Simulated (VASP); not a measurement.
# V (R-3m) in VASP: single point with PBE

Aim: the single point of V with PBE.

Program: VASP 6.6.1. These are calculated values, not measurements. Logs are shortened: lines on timing, memory, paths and dates and some standing lists are left out, and cuts for length are marked.

**1. The cell of the first run**

It takes space group R-3m (No. 166, trigonal). Conventional cell: a = 2.655 Å, b = 2.655 Å, c = 6.826 Å, α = 90.00°, β = 90.00°, γ = 120.00°. Within 3.5 Å of V (site symmetry -3m) lie 12 V at 2.65 to 2.74 Å.

**2. Single point, PBE**

The input, INCAR:

```
PREC = Accurate ; ENCUT = 520
EDIFF = 1E-7 ; ISMEAR = 0
SIGMA = 0.1 ; LREAL = F
LASPH = T ; NELM = 80
ALGO = Fast ; ISIF = 2
LWAVE = F ; LCHARG = T
GGA = PE ; LELF = T
LVHAR = T ; NBANDS = 26
```

The input, KPOINTS:

```
Automatic mesh
0
Gamma
  18 18 7
```

The input, POSCAR:

```
V
1.0
    2.6545341699      0.0000000000      0.0000000000
   -1.3272670850      2.2988940264      0.0000000000
    0.0000000000      0.0000000000      6.8262087519
V
3
Direct
    0.0000000000      0.0000000000      0.0000000000
    0.3333333333      0.6666666667      0.3333333333
    0.6666666667      0.3333333333      0.6666666667
```

Potentials or basis: VASP PAW PBE potentials, release 64 (V_sv).

Started as:

```sh
$ cat potpaw_PBE.64/V_sv/POTCAR > POTCAR
$ mpirun -np 1 vasp_std > vasp.out
```

OUTCAR:

```text
PREC = Accurate
   ENCUT = 520
   EDIFF = 1E-7
   ISMEAR = 0
   LREAL = F
   LASPH = T
   NELM = 80
   ISIF = 2
   GGA = PE

 ion  position               nearest neighbor table
   1  0.000  0.000  0.000-   2 2.74   3 2.74   3 2.74   2 2.74   3 2.74   2 2.74
   2  0.333  0.667  0.333-   1 2.74   1 2.74   1 2.74   3 2.74   3 2.74   3 2.74
   3  0.667  0.333  0.667-   1 2.74   1 2.74   1 2.74   2 2.74   2 2.74   2 2.74

  LATTYP: Found a hexagonal cell.
 ALAT       =     2.6545341699
 C/A-ratio  =     2.5715279273

  Lattice vectors:

 A1 = (   2.6545341699,   0.0000000000,   0.0000000000)
 A2 = (  -1.3272670850,   2.2988940264,   0.0000000000)
 A3 = (   0.0000000000,   0.0000000000,   6.8262087519)

Analysis of symmetry for initial positions (statically):
=====================================================================
 Subroutine PRICEL returns following result:

  LATTYP: Found a trigonal (rhomboedric) cell.
 ALAT       =     2.7434119245
 COS(alpha) =     0.5318720192

  Lattice vectors:

 A1 = (   1.3272670848,  -0.7662980087,   2.2754029171)
 A2 = (  -0.0000000002,   1.5325960177,   2.2754029171)
 A3 = (  -1.3272670847,  -0.7662980090,   2.2754029178)

   3 primitive cells build up your supercell.

 Routine SETGRP: Setting up the symmetry group for a
 hexagonal supercell.

 Subroutine GETGRP returns: Found 12 space group operations
 (whereof 12 operations were pure point group operations)
 out of a pool of 24 trial point group operations.

The static configuration has the point symmetry D_3d.

Analysis of symmetry for dynamics (positions and initial velocities):
=====================================================================
 Subroutine PRICEL returns following result:

  LATTYP: Found a trigonal (rhomboedric) cell.
 ALAT       =     2.7434119245
 COS(alpha) =     0.5318720192

  Lattice vectors:

 A1 = (   1.3272670848,  -0.7662980087,   2.2754029171)
 A2 = (  -0.0000000002,   1.5325960177,   2.2754029171)
 A3 = (  -1.3272670847,  -0.7662980090,   2.2754029178)

   3 primitive cells build up your supercell.

 Routine SETGRP: Setting up the symmetry group for a
 hexagonal supercell.

 Subroutine GETGRP returns: Found 12 space group operations
 (whereof 12 operations were pure point group operations)
 out of a pool of 24 trial point group operations.

The dynamic configuration has the point symmetry D_3d.

 Subroutine INISYM returns: Found 12 space group operations
 (whereof 12 operations are pure point group operations),
 and found     3 'primitive' translations

----------------------------------------------------------------------------------------

                                     Primitive cell

  volume of cell :      13.8856

  direct lattice vectors                    reciprocal lattice vectors
     1.327267085 -0.766298009  2.275402917     0.376713930 -0.217495889  0.146494201
    -0.000000000  1.532596018  2.275402917     0.000000000  0.434991778  0.146494201
    -1.327267085 -0.766298009  2.275402918    -0.376713930 -0.217495889  0.146494201

  length of vectors
     2.743411925  2.743411925  2.743411925     0.458997166  0.458997166  0.458997166

  position of ions in fractional coordinates (direct lattice)
     0.000000000  0.000000000  0.000000000

  ion indices of the primitive-cell ions
   primitive index   ion index
                 1           1

----------------------------------------------------------------------------------------

 KPOINTS: Automatic mesh

Automatic generation of k-mesh.
 Grid dimensions read from file:
 generate k-points for:   18   18    7

 Generating k-lattice:

  Cartesian coordinates                     Fractional coordinates (reciprocal lattice)
     0.020928552  0.012083105  0.000000000     0.055555556  0.000000000  0.000000000
     0.000000000  0.024166210  0.000000000     0.000000000  0.055555556  0.000000000
     0.000000000  0.000000000  0.020927743     0.000000000  0.000000000  0.142857143

  Length of vectors
     0.024166210  0.024166210  0.020927743

  Shift w.r.t. Gamma in fractional coordinates (k-lattice)
     0.000000000  0.000000000  0.000000000

 Subroutine IBZKPT returns following result:
 ===========================================

 Found    229 irreducible k-points:

 Following reciprocal coordinates:
            Coordinates               Weight
  0.000000  0.000000  0.000000      1.000000
  0.055556  0.000000  0.000000      6.000000
  0.111111  0.000000  0.000000      6.000000
  0.166667  0.000000  0.000000      6.000000
  0.222222  0.000000  0.000000      6.000000
  0.277778  0.000000  0.000000      6.000000
[... 16 lines left out ...]
  0.333333  0.111111  0.000000     12.000000
  0.388889  0.111111  0.000000     12.000000
 [... further k-points ...]
   k-points           NKPTS =    229   k-points in BZ     NKDIM =    229   number of bands    NBANDS=     26
   number of dos      NEDOS =    301   number of ions     NIONS =      3
   total plane-waves  NPLWV =  21600
   dimension x,y,z NGX =    20 NGY =   20 NGZ =   54
   dimension x,y,z NGXF=    40 NGYF=   40 NGZF=  108
   ions per type =               3
   NGX,Y,Z   is equivalent  to a cutoff of  12.53, 12.53, 13.15 a.u.
   NGXF,Y,Z  is equivalent  to a cutoff of  25.05, 25.05, 26.30 a.u.
 SYSTEM =  unknown system
   PREC   = accura    normal or accurate (medium, high low for compatibility)
   ISTART =      0    job   : 0-new  1-cont  2-samecut
   ICHARG =      2    charge: 1-file 2-atom 10-const
   ISPIN  =      1    spin polarized calculation?
   LNONCOLLINEAR =      F non collinear calculations
   LSORBIT =      F    spin-orbit coupling
   LASPH  =      T    aspherical Exc in radial PAW
   ENCUT  =  520.0 eV  38.22 Ry    6.18 a.u.   4.94  4.94 12.69*2*pi/ulx,y,z
   NELM   =     80;   NELMIN=  2; NELMDL= -5     # of ELM steps
   EDIFF  = 0.1E-06   stopping-criterion for ELM
   LREAL  =      F    real-space projection
   EDIFFG = 0.1E-05   stopping-criterion for IOM
   NSW    =      0    number of steps for IOM
   IBRION =     -1    ionic relax: 0-MD 1-quasi-New 2-CG
   NFREE  =      0    steps in history (QN), initial steepest desc. (CG)
   ISIF   =      2    stress and relaxation
   ISYM   =      2    0-nonsym 1-usesym 2-fastsym
   POTIM  = 0.5000    time-step for ionic-motion
   TEBEG  =    0.0;   TEEND  =   0.0 temperature during run
   PSTRESS=    0.0 pullay stress
   NELECT =      39.0000    total number of electrons
   NUPDOWN=      -1.0000    fix difference up-down
   EMIN   =  10.00;   EMAX   =-10.00  energy-range for DOS
   EFERMI =   0.00;   METHOD = LEGACY
   ISMEAR =     0;   SIGMA  =   0.10  broadening in eV -4-tet -1-fermi 0-gaus
   EFERMI_NEDOS =   21; number of points for ismear=-14 and -15
   IALGO  =     68    algorithm
   IMIX   =      4    mixing-type and parameters
     AMIX     =   0.40;   BMIX     =  1.00
     AMIX_MAG =   1.60;   BMIX_MAG =  1.00
  volume/ion in A,a.u.               =      13.89        93.70
  Fermi-wavevector in a.u.,A,eV,Ry     =   1.601526  3.026446 34.897401  2.564887
  Thomas-Fermi vector in A             =   2.698491
   LORBIT       =      0    0 simple, 1 ext, 2 COOP (PROOUT), +10 PAW based schemes
   GGA     = PE    functional components
   LHFCALC =     F    Hartree Fock is set to
   AEXX    =    0.0000 exact exchange contribution
   IVDW    =     0    specifies the selected vdW correction
   LEPSILON=     F    determine dielectric tensor
   LRPA    =     F    only Hartree local field effects (RPA)
 non-spin polarized calculation
 RMM-DIIS sequential band-by-band and
 Gauss-broadening in eV      SIGMA  =   0.10
  energy-cutoff  :      520.00
  volume of cell :       41.66
 maximum number of plane-waves:      1146
   NGX =  9   NGY =  9   NGZ = 25

 number of electron      38.9999986 magnetization

 Free energy of the ion-electron system (eV)
  ---------------------------------------------------
  ext. energy  EPLUGINS =         0.00000000
  ---------------------------------------------------
  free energy    TOTEN  =       -26.26268855 eV

  energy without entropy =      -26.23628309  energy(sigma->0) =      -26.24948582

 E-fermi :   9.6284     XC(G=0): -12.7394

 val. band max:        9.6244984345   @ k =  -0.0556   0.3889   0.4286
 cond. band min:       9.6295351717   @ k =   0.3333   0.2778   0.0000
 fundamental gap:      0.0050367372
 Fermi energy:         9.6283819160

 k-point     1 :       0.0000    0.0000    0.0000
  band No.  band energies     occupation
      1     -54.4161      2.00000
      2     -54.3153      2.00000
      3     -54.3153      2.00000
      4     -28.3764      2.00000
      5     -28.3764      2.00000
      6     -27.8270      2.00000
[... 18 lines left out ...]
     25      11.5884      0.00000
     26      11.5886      0.00000

 k-point     2 :       0.0556    0.0000    0.0000
  band No.  band energies     occupation
      1     -54.4113      2.00000
      2     -54.3119      2.00000
      3     -54.3119      2.00000
      4     -28.3723      2.00000
      5     -28.3719      2.00000
      6     -27.8288      2.00000
[... 18 lines left out ...]
     25      11.5350      0.00000
     26      11.5826      0.00000

 k-point     3 :       0.1111    0.0000    0.0000
  band No.  band energies     occupation
      1     -54.3974      2.00000
      2     -54.3022      2.00000
      3     -54.3018      2.00000
      4     -28.3620      2.00000
      5     -28.3587      2.00000
      6     -27.8909      2.00000
[... 18 lines left out ...]
     25      11.3876      0.00000
     26      11.5766      0.00000

 k-point     4 :       0.1667    0.0000    0.0000
  band No.  band energies     occupation
      1     -54.3759      2.00000
      2     -54.2877      2.00000
      3     -54.2863      2.00000
      4     -28.3508      2.00000
      5     -28.3397      2.00000
      6     -27.9813      2.00000
[... 18 lines left out ...]
     25      11.1980      0.00000
     26      11.5899      0.00000
[... 496 lines left out ...]
      1     -54.2819      2.00000
      2     -54.2319      2.00000
      3     -54.2238      2.00000
      4     -28.4090      2.00000
      5     -28.4034      2.00000
      6     -28.3235      2.00000
[... 18 lines left out ...]
     25      12.0730      0.00000
     26      12.3135      0.00000

 k-point    23 :       0.3333    0.1111    0.0000
  band No.  band energies     occupation
      1     -54.2568      2.00000
      2     -54.2225      2.00000
      3     -54.2089      2.00000
      4     -28.4626      2.00000
      5     -28.4584      2.00000
      6     -28.4155      2.00000
[... 18 lines left out ...]
     25      12.1973      0.00000
     26      12.5881      0.00000

 k-point    24 :       0.3889    0.1111    0.0000
  band No.  band energies     occupation
      1     -54.2372      2.00000
      2     -54.2197      2.00000
      3     -54.1992      2.00000
      4     -28.5013      2.00000
      5     -28.4944      2.00000
      6     -28.4789      2.00000
[... 18 lines left out ...]
     25      12.3216      0.00000
     26      12.6627      0.00000

 [... further k-points ...]

------------------------ aborting loop because EDIFF is reached ----------------------------------------

  FORCE on cell =-STRESS in cart. coord.  units (eV):
  Direction    XX          YY          ZZ          XY          YZ          ZX
  --------------------------------------------------------------------------------------
  -------------------------------------------------------------------------------------
  Total        0.0542905      0.0542905      0.0570435     -0.0000000      0.0000000      0.0000000
  in kB        2.0880809      2.0880809      2.1939674     -0.0000000      0.0000000      0.0000000
  external PRESSURE =       2.1233764 kB  Pullay stress =       0.0000000 kB

 VOLUME and BASIS-vectors are now :
 -----------------------------------------------------------------------------
  energy-cutoff  :      520.00
  volume of cell :       41.66
      direct lattice vectors                 reciprocal lattice vectors
     2.654534170  0.000000000  0.000000000     0.376713930  0.217495889  0.000000000
    -1.327267085  2.298894026  0.000000000     0.000000000  0.434991778  0.000000000
     0.000000000  0.000000000  6.826208752     0.000000000  0.000000000  0.146494201

 POSITION                                       TOTAL-FORCE (eV/Angst)
 -----------------------------------------------------------------------------------
      0.00000      0.00000      0.00000         0.000000     -0.000000      0.000000
     -0.00000      1.53260      2.27540        -0.000000     -0.000000      0.000000
      1.32727      0.76630      4.55081         0.000000      0.000000     -0.000000
 -----------------------------------------------------------------------------------
    total drift:                               -0.000000      0.000000      0.000000

  FREE ENERGIE OF THE ION-ELECTRON SYSTEM (eV)
  ---------------------------------------------------
  free  energy   TOTEN  =       -26.2626885545 eV

  energy  without entropy=      -26.2362830911  energy(sigma->0) =      -26.24948582
```

Wall time 3.7 min (1 thread of Intel Xeon Platinum 8375C at 2.90GHz (Ice Lake), shared host); peak memory 0.29 GiB.

What came out:

```
Free energy            : -26.2627 eV
Pressure               : 0.2 GPa
Band gap on the k mesh : zero (an odd number of electrons rules out a gap without spin polarisation)
```
